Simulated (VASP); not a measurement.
# BN (t.b) (F-43m) in VASP: notebook

Runs on BN (t.b). Level: PBE. Tasks: single point, relaxation of cell and atoms.

Program: VASP 6.6.1. These are calculated values, not measurements. Logs are shortened: lines on timing, memory, paths and dates and some standing lists are left out, and cuts for length are marked.

### Step 1. The cell of the first run

Symmetry: F-43m, No. 216, cubic system. Conventional cell: a = 3.610 Å, b = 3.610 Å, c = 3.610 Å, α = 90.00°, β = 90.00°, γ = 90.00°. B (site symmetry -43m) has 4 N at 1.56 Å within 2.1 Å. Within 2.1 Å of N (site symmetry -43m) lie 4 B at 1.56 Å.

### Step 2. Single point, PBE

INCAR

```
  PREC = Accurate
  ENCUT = 600
  EDIFF = 1E-6
  ISMEAR = 0
  SIGMA = 0.1
  LREAL = False
  LASPH = True
  NELM = 120
  ALGO = Normal
  ISIF = 2
  LWAVE = False
  LCHARG = False
  GGA = PE
  NBANDS = 11
  GGA_COMPAT = False
```

KPOINTS

```
regular mesh
0
Gamma
  8 8 8
```

POSCAR

```
BN
1.0
    0.0000000000      1.8050000000      1.8050000000
    1.8050000000      0.0000000000      1.8050000000
    1.8050000000      1.8050000000      0.0000000000
B N
1 1
Direct
    0.0000000000      0.0000000000      0.0000000000
    0.2500000000      0.2500000000      0.2500000000
```

Potentials or basis: VASP PAW PBE potentials, release 64 (B, N).

The run is started by

```console
$ cat potpaw_PBE.64/B/POTCAR potpaw_PBE.64/N/POTCAR > POTCAR
$ mpirun -np 1 vasp_std > vasp.out
```

OUTCAR:

```text
PREC = Accurate
   ENCUT = 600
   EDIFF = 1E-6
   ISMEAR = 0
   LREAL = False
   LASPH = True
   NELM = 120
   ISIF = 2
   GGA = PE

 ion  position               nearest neighbor table
   1  0.000  0.000  0.000-   2 1.56   2 1.56   2 1.56   2 1.56
   2  0.250  0.250  0.250-   1 1.56   1 1.56   1 1.56   1 1.56

  LATTYP: Found a face centered cubic cell.
 ALAT       =     3.6100000000

  Lattice vectors:

 A1 = (   0.0000000000,   1.8050000000,   1.8050000000)
 A2 = (   1.8050000000,   0.0000000000,   1.8050000000)
 A3 = (   1.8050000000,   1.8050000000,   0.0000000000)

Analysis of symmetry for initial positions (statically):
=====================================================================
 Subroutine PRICEL returns:
 Original cell was already a primitive cell.

 Routine SETGRP: Setting up the symmetry group for a
 face centered cubic supercell.

 Subroutine GETGRP returns: Found 24 space group operations
 (whereof 24 operations were pure point group operations)
 out of a pool of 48 trial point group operations.

The static configuration has the point symmetry T_d .

Analysis of symmetry for dynamics (positions and initial velocities):
=====================================================================
 Subroutine PRICEL returns:
 Original cell was already a primitive cell.

 Routine SETGRP: Setting up the symmetry group for a
 face centered cubic supercell.

 Subroutine GETGRP returns: Found 24 space group operations
 (whereof 24 operations were pure point group operations)
 out of a pool of 48 trial point group operations.

The dynamic configuration has the point symmetry T_d .

 Subroutine INISYM returns: Found 24 space group operations
 (whereof 24 operations are pure point group operations),
 and found     1 'primitive' translations

----------------------------------------------------------------------------------------

                                     Primitive cell

  volume of cell :      11.7615

  direct lattice vectors                    reciprocal lattice vectors
     0.000000000  1.805000000  1.805000000    -0.277008310  0.277008310  0.277008310
     1.805000000  0.000000000  1.805000000     0.277008310 -0.277008310  0.277008310
     1.805000000  1.805000000  0.000000000     0.277008310  0.277008310 -0.277008310

  length of vectors
     2.552655480  2.552655480  2.552655480     0.479792467  0.479792467  0.479792467

  position of ions in fractional coordinates (direct lattice)
     0.000000000  0.000000000  0.000000000
     0.250000000  0.250000000  0.250000000

  ion indices of the primitive-cell ions
   primitive index   ion index
                 1           1
                 2           2

----------------------------------------------------------------------------------------

 KPOINTS: regular mesh

Automatic generation of k-mesh.
 Grid dimensions read from file:
 generate k-points for:    8    8    8

 Generating k-lattice:

  Cartesian coordinates                     Fractional coordinates (reciprocal lattice)
    -0.034626039  0.034626039  0.034626039     0.125000000  0.000000000  0.000000000
     0.034626039 -0.034626039  0.034626039     0.000000000  0.125000000  0.000000000
     0.034626039  0.034626039 -0.034626039     0.000000000  0.000000000  0.125000000

  Length of vectors
     0.059974058  0.059974058  0.059974058

  Shift w.r.t. Gamma in fractional coordinates (k-lattice)
     0.000000000  0.000000000  0.000000000

 Subroutine IBZKPT returns following result:
 ===========================================

 Found     29 irreducible k-points:

 Following reciprocal coordinates:
            Coordinates               Weight
  0.000000  0.000000  0.000000      1.000000
  0.125000  0.000000  0.000000      8.000000
  0.250000  0.000000  0.000000      8.000000
  0.375000  0.000000  0.000000      8.000000
  0.500000  0.000000  0.000000      4.000000
  0.125000  0.125000  0.000000      6.000000
[... 16 lines left out ...]
  0.500000  0.250000  0.125000     48.000000
 -0.375000  0.250000  0.125000     24.000000
 [... further k-points ...]
   k-points           NKPTS =     29   k-points in BZ     NKDIM =     29   number of bands    NBANDS=     11
   number of dos      NEDOS =    301   number of ions     NIONS =      2
   total plane-waves  NPLWV =   8000
   dimension x,y,z NGX =    20 NGY =   20 NGZ =   20
   dimension x,y,z NGXF=    40 NGYF=   40 NGZF=   40
   ions per type =               1   1
   NGX,Y,Z   is equivalent  to a cutoff of  13.03, 13.03, 13.03 a.u.
   NGXF,Y,Z  is equivalent  to a cutoff of  26.05, 26.05, 26.05 a.u.
 SYSTEM =  unknown system
   PREC   = accura    normal or accurate (medium, high low for compatibility)
   ISTART =      0    job   : 0-new  1-cont  2-samecut
   ICHARG =      2    charge: 1-file 2-atom 10-const
   ISPIN  =      1    spin polarized calculation?
   LNONCOLLINEAR =      F non collinear calculations
   LSORBIT =      F    spin-orbit coupling
   LASPH  =      T    aspherical Exc in radial PAW
   ENCUT  =  600.0 eV  44.10 Ry    6.64 a.u.   5.10  5.10  5.10*2*pi/ulx,y,z
   NELM   =    120;   NELMIN=  2; NELMDL= -5     # of ELM steps
   EDIFF  = 0.1E-05   stopping-criterion for ELM
   LREAL  =      F    real-space projection
   EDIFFG = 0.1E-04   stopping-criterion for IOM
   NSW    =      0    number of steps for IOM
   IBRION =     -1    ionic relax: 0-MD 1-quasi-New 2-CG
   NFREE  =      0    steps in history (QN), initial steepest desc. (CG)
   ISIF   =      2    stress and relaxation
   ISYM   =      2    0-nonsym 1-usesym 2-fastsym
   POTIM  = 0.5000    time-step for ionic-motion
   TEBEG  =    0.0;   TEEND  =   0.0 temperature during run
   PSTRESS=    0.0 pullay stress
   NELECT =       8.0000    total number of electrons
   NUPDOWN=      -1.0000    fix difference up-down
   EMIN   =  10.00;   EMAX   =-10.00  energy-range for DOS
   EFERMI =   0.00;   METHOD = LEGACY
   ISMEAR =     0;   SIGMA  =   0.10  broadening in eV -4-tet -1-fermi 0-gaus
   EFERMI_NEDOS =   21; number of points for ismear=-14 and -15
   IALGO  =     38    algorithm
   IMIX   =      4    mixing-type and parameters
     AMIX     =   0.40;   BMIX     =  1.00
     AMIX_MAG =   1.60;   BMIX_MAG =  1.00
  volume/ion in A,a.u.               =       5.88        39.69
  Fermi-wavevector in a.u.,A,eV,Ry     =   1.439741  2.720715 28.202882  2.072853
  Thomas-Fermi vector in A             =   2.558563
   LORBIT       =      0    0 simple, 1 ext, 2 COOP (PROOUT), +10 PAW based schemes
   GGA     = PE    functional components
   LHFCALC =     F    Hartree Fock is set to
   AEXX    =    0.0000 exact exchange contribution
   IVDW    =     0    specifies the selected vdW correction
   LEPSILON=     F    determine dielectric tensor
   LRPA    =     F    only Hartree local field effects (RPA)
 non-spin polarized calculation
 Gauss-broadening in eV      SIGMA  =   0.10
  energy-cutoff  :      600.00
  volume of cell :       11.76
 maximum number of plane-waves:       399
   NGX = 11   NGY = 11   NGZ = 11

 number of electron       7.9999999 magnetization

 Free energy of the ion-electron system (eV)
  ---------------------------------------------------
  ext. energy  EPLUGINS =         0.00000000
  ---------------------------------------------------
  free energy    TOTEN  =       -17.45182353 eV

  energy without entropy =      -17.45182353  energy(sigma->0) =      -17.45182353

 E-fermi :   8.0425     XC(G=0): -12.8426

 val. band max:        7.4542682184   @ k =   0.0000   0.0000   0.0000
 cond. band min:      11.9176905590   @ k =   0.5000   0.5000   0.0000
 fundamental gap:      4.4634223406
 Fermi energy:         8.0425375513

 k-point     1 :       0.0000    0.0000    0.0000
  band No.  band energies     occupation
      1     -12.8240      2.00000
      2       7.4543      2.00000
      3       7.4543      2.00000
      4       7.4543      2.00000
      5      16.2936      0.00000
      6      16.2936      0.00000
      7      16.2936      0.00000
      8      17.8717      0.00000
      9      32.2844      0.00000
     10      35.2715      0.00000
     11      35.2715      0.00000

 k-point     2 :       0.1250    0.0000    0.0000
  band No.  band energies     occupation
      1     -12.4440      2.00000
      2       5.5732      2.00000
      3       7.0721      2.00000
      4       7.0721      2.00000
      5      16.6744      0.00000
      6      16.8668      0.00000
      7      16.8668      0.00000
      8      19.0472      0.00000
      9      31.8156      0.00000
     10      32.1447      0.00000
     11      32.1447      0.00000

 k-point     3 :       0.2500    0.0000    0.0000
  band No.  band energies     occupation
      1     -11.3402      2.00000
      2       1.9594      2.00000
      3       6.3213      2.00000
      4       6.3213      2.00000
      5      17.1443      0.00000
      6      17.8185      0.00000
      7      17.8185      0.00000
      8      21.0799      0.00000
      9      30.9558      0.00000
     10      31.0923      0.00000
     11      31.0923      0.00000

 k-point     4 :       0.3750    0.0000    0.0000
  band No.  band energies     occupation
      1      -9.7090      2.00000
      2      -1.5045      2.00000
      3       5.7233      2.00000
      4       5.7233      2.00000
      5      17.5154      0.00000
      6      18.1804      0.00000
      7      18.1804      0.00000
      8      22.3584      0.00000
      9      30.7626      0.00000
     10      32.6329      0.00000
     11      32.6329      0.00000
[... 239 lines left out ...]
 k-point    22 :       0.3750    0.2500    0.1250
  band No.  band energies     occupation
      1     -10.3996      2.00000
      2       1.7362      2.00000
      3       3.4994      2.00000
      4       5.4246      2.00000
      5      16.0453      0.00000
      6      19.3516      0.00000
      7      20.1085      0.00000
      8      20.8201      0.00000
      9      26.9826      0.00000
     10      33.2070      0.00000
     11      34.8697      0.00000

 k-point    23 :       0.5000    0.2500    0.1250
  band No.  band energies     occupation
      1      -8.8756      2.00000
      2      -0.7955      2.00000
      3       2.6847      2.00000
      4       4.4938      2.00000
      5      16.8646      0.00000
      6      18.8578      0.00000
      7      21.2459      0.00000
      8      22.1411      0.00000
      9      27.5985      0.00000
     10      32.7382      0.00000
     11      35.0274      0.00000

 k-point    24 :      -0.3750    0.2500    0.1250
  band No.  band energies     occupation
      1      -7.8821      2.00000
      2      -2.2768      2.00000
      3       2.6132      2.00000
      4       3.9888      2.00000
      5      17.0607      0.00000
      6      18.6723      0.00000
      7      21.8820      0.00000
      8      23.2814      0.00000
      9      26.9581      0.00000
     10      33.3666      0.00000
     11      35.0109      0.00000

 [... further k-points ...]

------------------------ aborting loop because EDIFF is reached ----------------------------------------

  FORCE on cell =-STRESS in cart. coord.  units (eV):
  Direction    XX          YY          ZZ          XY          YZ          ZX
  --------------------------------------------------------------------------------------
  -------------------------------------------------------------------------------------
  Total        0.3401863      0.3401863      0.3401863     -0.0000000      0.0000000     -0.0000000
  in kB       46.3410409     46.3410409     46.3410409     -0.0000000      0.0000000     -0.0000000
  external PRESSURE =      46.3410409 kB  Pullay stress =       0.0000000 kB

 VOLUME and BASIS-vectors are now :
 -----------------------------------------------------------------------------
  energy-cutoff  :      600.00
  volume of cell :       11.76
      direct lattice vectors                 reciprocal lattice vectors
     0.000000000  1.805000000  1.805000000    -0.277008310  0.277008310  0.277008310
     1.805000000  0.000000000  1.805000000     0.277008310 -0.277008310  0.277008310
     1.805000000  1.805000000  0.000000000     0.277008310  0.277008310 -0.277008310

 POSITION                                       TOTAL-FORCE (eV/Angst)
 -----------------------------------------------------------------------------------
      0.00000      0.00000      0.00000        -0.000000     -0.000000     -0.000000
      0.90250      0.90250      0.90250         0.000000      0.000000      0.000000
 -----------------------------------------------------------------------------------
    total drift:                                0.000000      0.000000      0.000000

  FREE ENERGIE OF THE ION-ELECTRON SYSTEM (eV)
  ---------------------------------------------------
  free  energy   TOTEN  =       -17.4518235293 eV

  energy  without entropy=      -17.4518235293  energy(sigma->0) =      -17.45182353
```

It took 2.6 s on 1 thread of Intel Xeon 6975P-C (Granite Rapids), shared host; peak memory 0.11 GiB.

Results:

| Quantity | Value |
| --- | --- |
| Free energy | -17.4518 eV |
| Pressure | 4.6 GPa |
| Band gap on the k mesh | 4.46 eV, indirect (least direct gap 8.84 eV) |

Levels at points of the mesh, in eV from the valence-band top:
```tsv
k point	band 1	band 2	band 3	band 4	band 5	band 6	band 7	band 8	band 9
(0.00, 0.00, 0.00)	-20.28	0.00	0.00	0.00	8.84	8.84	8.84	10.42	24.83
(0.50, 0.00, 0.00)	-16.04	-10.73	-1.95	-1.95	10.20	10.73	10.73	15.30	23.52
(0.50, 0.50, 0.00)	-14.67	-8.94	-4.92	-4.92	4.46	9.25	17.98	17.98	20.85
```

(Continued in part 2 of 2.)
